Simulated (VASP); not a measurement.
Write the native input for VASP 6.6.1 that does the following.

- Task: relaxation of cell and atoms
- Functional: PBEsol
- Potentials or basis: VASP PAW PBE potentials, release 64 (Nb_sv, P)
- Cutoff: 600 eV
- k mesh: 11 × 11 × 11
- Occupations: fermi-dirac, width 0.05 eV
- Spin: no spin polarisation
- Hubbard terms: Nb d U = 6.0 eV
- Dipole correction: no
- Further INCAR settings: ALGO = Normal; EDIFF = 1e-07; IBRION = 2; EDIFFG = -0.01; NSW = 60; ISIF = 3

The structure of NbP lies in POSCAR:

```
NbP
1.0
   -1.6749232544      1.6749232544      5.7401081759
    1.6749232544     -1.6749232544      5.7401081759
    1.6749232544      1.6749232544     -5.7401081759
Nb P
2 2
Direct
    0.2498808000      0.7498808000      0.5000000000
    0.4998808000      0.4998808000      0.0000000000
    0.8327477700      0.3327477700      0.5000000000
    0.0827477700      0.0827477700      0.0000000000
```

The input as run:

INCAR

```
SYSTEM = NbP
  PREC = Accurate
  ENCUT = 600
  EDIFF = 1E-7
  ISMEAR = -1
  SIGMA = 0.05
  LREAL = .FALSE.
  LASPH = .TRUE.
  NELM = 150
  ALGO = Normal
  ISIF = 3
  LWAVE = .FALSE.
  LCHARG = .FALSE.
  LMAXMIX = 4
  LDAU = .TRUE.
  LDAUTYPE = 2
  LDAUL = 2 -1
  LDAUU = 6 0
  LDAUJ = 0 0
  LDAUPRINT = 1
  GGA = PS
  IBRION = 2
  NSW = 60
  EDIFFG = -0.01
```

KPOINTS

```
Automatic mesh
0
G
  11 11 11
  0 0 0
```

Potentials or basis: VASP PAW PBE potentials, release 64 (Nb_sv, P).

Launch:

```bash
$ cat potpaw_PBE.64/Nb_sv/POTCAR potpaw_PBE.64/P/POTCAR > POTCAR
$ mpirun -np 1 vasp_std > vasp.out
```

Results of the run:

```
Relaxed volume                        : 16.30 Å³/atom
Relaxed cell                          : a = 6.228 Å, b = 6.228 Å, c = 6.228 Å, α = 148.64°, β = 148.64°, γ = 44.94°
Space group after relaxing (to 0.1 Å) : I4_1md (No. 109)
Energy gained by relaxing             : 1.6 meV/atom
Ionic steps                           : 5
Pressure after relaxing               : 0.0 GPa
Largest force after relaxing          : 0.005 eV/Å
Band gap on the k mesh                : zero (bands 18 and 19 overlap by 0.06 eV)
```

Caveat: the PAW data sets were made with another functional, which shifts forces and pressure a little; U without spin polarisation on a metal has little footing; the U is typed as a test and isn't derived for this compound.

Wall time 80 min on 1 thread of Oxide Virtual Turin-like Processor (shared host), peak memory 0.46 GiB.
